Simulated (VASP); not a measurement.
# CuO (C2/c) in VASP: a series of runs, part 2 of 2

VASP 6.6.1. Earlier steps stand in the parts before.

### Step 3. Single point, BLYP+D3(BJ)

This run uses another cell than the first one, of 9.73 Å³/atom.

INCAR reads:

```
SYSTEM = CuO
  PREC = Accurate
  ENCUT = 520
  EDIFF = 1E-7
  ISMEAR = -1
  SIGMA = 0.05
  LREAL = .FALSE.
  LASPH = .TRUE.
  NELM = 80
  ALGO = Normal
  ISIF = 2
  LWAVE = .FALSE.
  LCHARG = .TRUE.
  GGA = B5
  ALDAX = 1.0
  AGGAX = 1.0
  AGGAC = 1.0
  ALDAC = 0.0
  IVDW = 12
  VDW_S6 = 1.0
  VDW_S8 = 2.6996
  VDW_A1 = 0.4298
  VDW_A2 = 4.2359
  LELF = .TRUE.
  LVHAR = .TRUE.
  NBANDS = 25
```

KPOINTS reads:

```
regular mesh
0
G
  10 10 5
  0 0 0
```

POSCAR reads:

```
CuO
1.0
    2.3101994985     -1.6881714891      0.0000000000
    2.3101994985      1.6881714891      0.0000000000
   -0.8385391614      0.0000000000      4.9895114286
Cu O
2 2
Direct
    0.5000000000      0.0000000000      0.5000000000
    0.0000000000      0.5000000000      0.0000000000
    0.4184000000      0.5816000000      0.7500000000
    0.5816000000      0.4184000000      0.2500000000
```

Potentials or basis: VASP PAW PBE potentials, release 64 (Cu, O).

Launch:

```
$ cat potpaw_PBE.64/Cu/POTCAR potpaw_PBE.64/O/POTCAR > POTCAR
$ mpirun -np 1 vasp_std > vasp.out
```

OUTCAR:

```text
SYSTEM = CuO
   PREC = Accurate
   ENCUT = 520
   EDIFF = 1E-7
   ISMEAR = -1
   LREAL = .FALSE.
   LASPH = .TRUE.
   NELM = 80
   ISIF = 2
   GGA = B5
   IVDW = 12
 IVDW          = 12

 ion  position               nearest neighbor table
   1  0.500  0.000  0.500-   3 1.92   4 1.92   4 1.93   3 1.93
   2  0.000  0.500  0.000-   4 1.92   3 1.92   4 1.93   3 1.93
   3  0.418  0.582  0.750-   2 1.92   1 1.92   2 1.93   1 1.93
   4  0.582  0.418  0.250-   1 1.92   2 1.92   2 1.93   1 1.93

  LATTYP: Found a base centered monoclinic cell.
 ALAT       =     4.6203989970
 B/A-ratio  =     0.7307470589
 C/A-ratio  =     1.0950317057
 COS(beta)  =    -0.1657361228

  Lattice vectors:

 A1 = (   2.3101994985,  -1.6881714891,   0.0000000000)
 A2 = (   2.3101994985,   1.6881714891,   0.0000000000)
 A3 = (  -0.8385391614,   0.0000000000,   4.9895114286)

Analysis of symmetry for initial positions (statically):
=====================================================================
 Subroutine PRICEL returns:
 Original cell was already a primitive cell.

 Routine SETGRP: Setting up the symmetry group for a
 base centered monoclinic supercell.

 Subroutine GETGRP returns: Found  4 space group operations
 (whereof  2 operations were pure point group operations)
 out of a pool of  4 trial point group operations.

The static configuration has the point symmetry S_2 .
 The point group associated with its full space group is C_2h.

Analysis of symmetry for dynamics (positions and initial velocities):
=====================================================================
 Subroutine PRICEL returns:
 Original cell was already a primitive cell.

 Routine SETGRP: Setting up the symmetry group for a
 base centered monoclinic supercell.

 Subroutine GETGRP returns: Found  4 space group operations
 (whereof  2 operations were pure point group operations)
 out of a pool of  4 trial point group operations.

The dynamic configuration has the point symmetry S_2 .
 The point group associated with its full space group is C_2h.

 Subroutine INISYM returns: Found  4 space group operations
 (whereof  2 operations are pure point group operations),
 and found     1 'primitive' translations

----------------------------------------------------------------------------------------

                                     Primitive cell

  volume of cell :      38.9183

  direct lattice vectors                    reciprocal lattice vectors
     2.310199498 -1.688171489  0.000000000     0.216431525 -0.296178441  0.036373563
     2.310199498  1.688171489  0.000000000     0.216431525  0.296178441  0.036373563
    -0.838539161  0.000000000  4.989511429     0.000000000  0.000000000  0.200420425

  length of vectors
     2.861283750  2.861283750  5.059483395     0.368628960  0.368628960  0.200420425

  position of ions in fractional coordinates (direct lattice)
     0.500000000  0.000000000  0.500000000
     0.000000000  0.500000000  0.000000000
     0.418400000  0.581600000  0.750000000
     0.581600000  0.418400000  0.250000000

  ion indices of the primitive-cell ions
   primitive index   ion index
                 1           1
                 2           2
                 3           3
                 4           4

[... 25 lines left out ...]

 Following reciprocal coordinates:
            Coordinates               Weight
  0.000000  0.000000  0.000000      1.000000
  0.100000  0.000000  0.000000      4.000000
  0.200000  0.000000  0.000000      4.000000
  0.300000  0.000000  0.000000      4.000000
  0.400000  0.000000  0.000000      4.000000
  0.500000  0.000000  0.000000      2.000000
[... 16 lines left out ...]
  0.300000  0.300000  0.000000      2.000000
  0.400000  0.300000  0.000000      4.000000
 [... further k-points ...]
   k-points           NKPTS =    141   k-points in BZ     NKDIM =    141   number of bands    NBANDS=     25
   number of dos      NEDOS =    301   number of ions     NIONS =      4
   total plane-waves  NPLWV =  23040
   dimension x,y,z NGX =    24 NGY =   24 NGZ =   40
   dimension x,y,z NGXF=    48 NGYF=   48 NGZF=   80
   ions per type =               2   2
   NGX,Y,Z   is equivalent  to a cutoff of  13.94, 13.94, 13.14 a.u.
   NGXF,Y,Z  is equivalent  to a cutoff of  27.89, 27.89, 26.29 a.u.
 SYSTEM =  CuO
   PREC   = accura    normal or accurate (medium, high low for compatibility)
   ISTART =      0    job   : 0-new  1-cont  2-samecut
   ICHARG =      2    charge: 1-file 2-atom 10-const
   ISPIN  =      1    spin polarized calculation?
   LNONCOLLINEAR =      F non collinear calculations
   LSORBIT =      F    spin-orbit coupling
   LASPH  =      T    aspherical Exc in radial PAW
   ENCUT  =  520.0 eV  38.22 Ry    6.18 a.u.   5.32  5.32  9.41*2*pi/ulx,y,z
   NELM   =     80;   NELMIN=  2; NELMDL= -5     # of ELM steps
   EDIFF  = 0.1E-06   stopping-criterion for ELM
   LREAL  =      F    real-space projection
   EDIFFG = 0.1E-05   stopping-criterion for IOM
   NSW    =      0    number of steps for IOM
   IBRION =     -1    ionic relax: 0-MD 1-quasi-New 2-CG
   NFREE  =      0    steps in history (QN), initial steepest desc. (CG)
   ISIF   =      2    stress and relaxation
   ISYM   =      2    0-nonsym 1-usesym 2-fastsym
   POTIM  = 0.5000    time-step for ionic-motion
   TEBEG  =    0.0;   TEEND  =   0.0 temperature during run
   PSTRESS=    0.0 pullay stress
   NELECT =      34.0000    total number of electrons
   NUPDOWN=      -1.0000    fix difference up-down
   EMIN   =  10.00;   EMAX   =-10.00  energy-range for DOS
   EFERMI =   0.00;   METHOD = LEGACY
   ISMEAR =    -1;   SIGMA  =   0.05  broadening in eV -4-tet -1-fermi 0-gaus
   EFERMI_NEDOS =   21; number of points for ismear=-14 and -15
   IALGO  =     38    algorithm
   IMIX   =      4    mixing-type and parameters
     AMIX     =   0.40;   BMIX     =  1.00
     AMIX_MAG =   1.60;   BMIX_MAG =  1.00
  volume/ion in A,a.u.               =       9.73        65.66
  Fermi-wavevector in a.u.,A,eV,Ry     =   1.565008  2.957436 33.324052  2.449249
  Thomas-Fermi vector in A             =   2.667547
   LORBIT       =      0    0 simple, 1 ext, 2 COOP (PROOUT), +10 PAW based schemes
   GGA     = B5    functional components
   LHFCALC =     F    Hartree Fock is set to
   AEXX    =    0.0000 exact exchange contribution
   IVDW    =    12    specifies the selected vdW correction
   LEPSILON=     F    determine dielectric tensor
   LRPA    =     F    only Hartree local field effects (RPA)
 non-spin polarized calculation
  energy-cutoff  :      520.00
  volume of cell :       38.92
 maximum number of plane-waves:      1071
 NGX is ok and might be reduce to    24
   NGX = 11   NGY = 11   NGZ = 19

 number of electron      33.9999986 magnetization

 Free energy of the ion-electron system (eV)
  ---------------------------------------------------
  ext. energy  EPLUGINS =         0.00000000
  ---------------------------------------------------
  free energy    TOTEN  =       -17.73979597 eV

  energy without entropy =      -17.72110949  energy(sigma->0) =      -17.73045273

 E-fermi :   6.6360     XC(G=0): -11.6050

 val. band max:        6.6267032553   @ k =  -0.4000   0.2000   0.4000
 cond. band min:       6.6457043161   @ k =   0.5000   0.0000   0.0000
 fundamental gap:      0.0190010608
 Fermi energy:         6.6360185279

 k-point     1 :       0.0000    0.0000    0.0000
  band No.  band energies     occupation
      1     -13.5754      2.00000
      2     -12.1450      2.00000
      3      -1.8452      2.00000
      4       0.7664      2.00000
      5       1.1677      2.00000
      6       3.0873      2.00000
[... 661 lines left out ...]
     24      20.4875      0.00000
     25      21.5680      0.00000

 [... further k-points ...]

------------------------ aborting loop because EDIFF is reached ----------------------------------------

 Edisp (eV)   -2.54056

 E8    (eV) :    -1.7559

  FORCE on cell =-STRESS in cart. coord.  units (eV):
  Direction    XX          YY          ZZ          XY          YZ          ZX
  --------------------------------------------------------------------------------------
  -------------------------------------------------------------------------------------
  Total       2.90310     2.56961     3.25692     0.00000     0.00000    -0.61816
  in kB     119.51384   105.78507   134.07984     0.00000     0.00000   -25.44840
  external pressure =      119.79 kB  Pullay stress =        0.00 kB

 VOLUME and BASIS-vectors are now :
 -----------------------------------------------------------------------------
  energy-cutoff  :      520.00
  volume of cell :       38.92
      direct lattice vectors                 reciprocal lattice vectors
     2.310199498 -1.688171489  0.000000000     0.216431525 -0.296178441  0.036373563
     2.310199498  1.688171489  0.000000000     0.216431525  0.296178441  0.036373563
    -0.838539161  0.000000000  4.989511429     0.000000000  0.000000000  0.200420425

 POSITION                                       TOTAL-FORCE (eV/Angst)
 -----------------------------------------------------------------------------------
      0.73583     -0.84409      2.49476         0.000000     -0.000000     -0.000000
      1.15510      0.84409      0.00000         0.000000      0.000000     -0.000000
      1.68130      0.27551      3.74213         0.000000     -0.034395      0.000000
      2.10056     -0.27551      1.24738        -0.000000      0.034395     -0.000000
 -----------------------------------------------------------------------------------
    total drift:                                0.000000      0.000000     -0.000000

  FREE ENERGIE OF THE ION-ELECTRON SYSTEM (eV)
  ---------------------------------------------------
  free  energy   TOTEN  =       -20.2803572790 eV

  energy  without entropy=      -20.2616708039  energy(sigma->0) =      -20.27101404
```

Run time: 2.4 min. Hardware: 1 thread of AMD EPYC 7R13 (Zen 3), shared host; peak memory 0.23 GiB.

What came out:

```
Free energy                : -20.2804 eV
Pressure                   : 12.0 GPa
Largest force              : 0.034 eV/Å
Band gap on the k mesh     : zero (bands 17 and 18 overlap by 0.59 eV)
Dispersion energy per atom : -0.635 eV
```

Forces on the atoms (eV/Å):
```
Cu   0.000  0.000  0.000
Cu   0.000  0.000  0.000
O    0.000 -0.034  0.000
O    0.000  0.034  0.000
```

Stress tensor (GPa, compression positive):
```
11.95  0.00 -2.54
 0.00 10.58  0.00
-2.54  0.00 13.41
```

Caveat: the cell stands under pressure; the PAW data sets were made with another functional, which shifts forces and pressure a little; semilocal functionals often make such compounds metallic where correlation or magnetic order opens a gap, which also shifts bond lengths.

### Step 4. Single point, BLYP+D3(BJ)

This run uses another cell than the first one, of 9.93 Å³/atom.

INCAR reads:

```
PREC     = Accurate       # precision mode
ENCUT    = 520            # plane-wave cutoff, eV
EDIFF    = 1E-6           # SCF threshold, eV
ISMEAR   = -1             # smearing method
SIGMA    = 0.05           # smearing width, eV
LREAL    = F              # projectors in reciprocal space
LASPH    = T              # aspherical terms in the spheres
NELM     = 100            # most SCF steps
ALGO     = Normal         # electronic algorithm
ISIF     = 2              # what is computed and relaxed
LWAVE    = F              # write WAVECAR
LCHARG   = F              # write CHGCAR
GGA      = B5             # functional
ALDAX    = 1.0          
AGGAX    = 1.0          
AGGAC    = 1.0          
ALDAC    = 0.0          
IVDW     = 12             # dispersion correction
VDW_S6   = 1.0          
VDW_S8   = 2.6996       
VDW_A1   = 0.4298       
VDW_A2   = 4.2359       
NBANDS   = 25             # bands
```

KPOINTS reads:

```
regular mesh
0
Gamma
  10 10 5
```

POSCAR reads:

```
CuO
1.0
    2.3261324123     -1.6998144190      0.0000000000
    2.3261324123      1.6998144190      0.0000000000
   -0.8443223728      0.0000000000      5.0239229397
Cu O
2 2
Direct
    0.5000000000      0.0000000000      0.5000000000
    0.0000000000      0.5000000000      0.0000000000
    0.4184000000      0.5816000000      0.7500000000
    0.5816000000      0.4184000000      0.2500000000
```

Launch:

```
$ cat potpaw_PBE.64/Cu/POTCAR potpaw_PBE.64/O/POTCAR > POTCAR
$ mpirun -np 1 vasp_std > vasp.out
```

Run time: 2.4 min. Hardware: 1 thread of AMD EPYC 7R13 (Zen 3), shared host; peak memory 0.23 GiB.

The run converged. Its results:

```
Free energy                : -20.3310 eV
Pressure                   : 7.6 GPa
Largest force              : 0.110 eV/Å
Band gap on the k mesh     : zero (bands 17 and 18 overlap by 0.59 eV)
Dispersion energy per atom : -0.622 eV
```

Forces in eV/Å, atoms in the order of the input:
```
Cu   0.000  0.000  0.000
Cu   0.000  0.000  0.000
O    0.000 -0.110  0.000
O    0.000  0.110  0.000
```

Stress tensor (GPa, compression positive):
```
 7.40  0.00 -1.94
 0.00  7.24  0.00
-1.94  0.00  8.25
```

Levels at points of the mesh, in eV from the Fermi level:
```tsv
k point	band 15	band 16	band 17	band 18	band 19	band 20
(0.00, 0.00, 0.00)	-2.29	-1.78	0.20	0.95	1.96	6.37
(0.50, 0.00, 0.00)	-1.60	-1.51	0.01	0.25	5.01	6.59
(0.50, 0.50, 0.00)	-1.70	-1.32	-0.72	1.08	3.53	7.25
```

Caveat: the cell stands under pressure; the PAW data sets were made with another functional, which shifts forces and pressure a little; semilocal functionals often make such compounds metallic where correlation or magnetic order opens a gap, which also shifts bond lengths.

### Step 5. Single point, BLYP+D3(BJ)

This run uses another cell than the first one, of 10.13 Å³/atom.

INCAR reads:

```
SYSTEM = CuO
AGGAC = 1.0 ; AGGAX = 1.0
ALDAC = 0.0 ; ALDAX = 1.0
ALGO = Normal ; EDIFF = 1E-7
ENCUT = 520 ; GGA = B5
ISIF = 2 ; ISMEAR = -1
IVDW = 12 ; LASPH = .TRUE.
LCHARG = .FALSE. ; LREAL = .FALSE.
LWAVE = .FALSE. ; NBANDS = 25
NELM = 80 ; PREC = Accurate
SIGMA = 0.05 ; VDW_A1 = 0.4298
VDW_A2 = 4.2359 ; VDW_S6 = 1.0
VDW_S8 = 2.6996
```

KPOINTS reads:

```
k-points
0
G
  10 10 5
  0 0 0
```

POSCAR reads:

```
CuO
1.0
    2.3418500000     -1.7113000000      0.0000000000
    2.3418500000      1.7113000000      0.0000000000
   -0.8500274268      0.0000000000      5.0578693947
Cu O
2 2
Direct
    0.5000000000      0.0000000000      0.5000000000
    0.0000000000      0.5000000000      0.0000000000
    0.4184000000      0.5816000000      0.7500000000
    0.5816000000      0.4184000000      0.2500000000
```

Launch:

```
$ cat potpaw_PBE.64/Cu/POTCAR potpaw_PBE.64/O/POTCAR > POTCAR
$ mpirun -np 1 vasp_std > vasp.out
```

Wall time 3.1 min (1 thread of AMD EPYC 7R13 (Zen 3), shared host); peak memory 0.23 GiB.

The run converged. Its results:

- Free energy: -20.3605 eV
- Pressure: 3.7 GPa
- Largest force: 0.179 eV/Å
- Band gap on the k mesh: zero (bands 17 and 18 overlap by 0.59 eV)
- Dispersion energy per atom: -0.610 eV

Forces in eV/Å, atoms in the order of the input:
```
Cu   0.000  0.000  0.000
Cu   0.000  0.000  0.000
O    0.000 -0.179  0.000
O    0.000  0.179  0.000
```

Stress tensor (GPa, compression positive):
```
 3.25  0.00 -1.40
 0.00  4.18  0.00
-1.40  0.00  3.57
```

Levels at points of the mesh, in eV from the Fermi level:
```
           k point  band 15  band 16  band 17  band 18  band 19  band 20
(0.00, 0.00, 0.00)    -2.23    -1.74     0.20     0.93     1.89     6.35
(0.50, 0.00, 0.00)    -1.55    -1.47     0.01     0.25     5.01     6.50
(0.50, 0.50, 0.00)    -1.68    -1.29    -0.70     1.06     3.58     7.16
```

Caveat: the cell stands under pressure; the PAW data sets were made with another functional, which shifts forces and pressure a little; semilocal functionals often make such compounds metallic where correlation or magnetic order opens a gap, which also shifts bond lengths.

### Step 6. The runs side by side

```csv
cell,gap on the mesh (eV),pressure (GPa),largest force (eV/Å)
"a = 2.841, b = 2.841, c = 5.024 Å, angles 97.7, 97.7, 72.3°, 4 atoms",none,16.9,0.05
"a = 2.861, b = 2.861, c = 5.059 Å, angles 97.7, 97.7, 72.3°, 4 atoms",none,12.0,0.03
"a = 2.881, b = 2.881, c = 5.094 Å, angles 97.7, 97.7, 72.3°, 4 atoms",none,7.6,0.11
"a = 2.900, b = 2.900, c = 5.129 Å, angles 97.7, 97.7, 72.3°, 4 atoms",none,3.7,0.18
```

Alike in all rows: task single point; level BLYP+D3(BJ); potentials or basis VASP PAW PBE potentials, release 64 (Cu, O); no spin polarisation; k mesh 10 × 10 × 5; cutoff (eV) 520; smearing fermi-dirac 0.05 eV.

Caveats: the cell stands under pressure; the PAW data sets were made with another functional, which shifts forces and pressure a little; semilocal functionals often make such compounds metallic where correlation or magnetic order opens a gap, which also shifts bond lengths.

Total energies depend on the potentials used, so only differences within one code and one set of settings carry meaning.

The gap in the log of VASP goes by the Fermi energy; the results here count the filled bands.